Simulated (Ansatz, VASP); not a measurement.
Two plane-wave programs on Cu

```
Cu
1.0
     0.00000    2.07863    1.80750
     1.53638    0.00000    1.80750
     1.53638    2.07863    0.00000
Cu
1
Direct
  0.00000 0.00000 0.00000
```

Change from the starting cell: strain -0.1500 x Voigt [1, -1, 0, 0, 0, 0], atoms carried along.

Alike in both runs: task single point; functional PBE; k mesh 22 × 22 × 22; occupations gaussian, width 0.15 eV; no spin polarisation.

|  | VASP | Ansatz |
| --- | --- | --- |
| version | VASP 6.6.1 | Ansatz 0.2.0 |
| potentials or method | VASP PAW PBE potentials, release 64 (Cu), cutoff 520 eV | scalar-relativistic, plane waves, PAW |
| valence electrons in the cell | 11 | 19 |

Ansatz gave:

```
gap on the k mesh at the Fermi level (eV)                     : none
pressure (GPa)                                                : 8.2
traceless stress, the component that is largest in VASP (GPa) : -14.26
```

**Question.** What did VASP give for the same quantities?

**Answer.** gap on the k mesh at the Fermi level (eV): none; pressure (GPa): 8.9; traceless stress, the component that is largest in VASP (GPa): -14.14.

A gap of «none» marks a metal or a gap that the smearing closes. The functional is the same, so the differences come from potentials, cutoffs and numerics. VASP's potentials hold 11 valence electrons a cell and Ansatz's 19, so a difference there can come from the potentials and not from the codes.
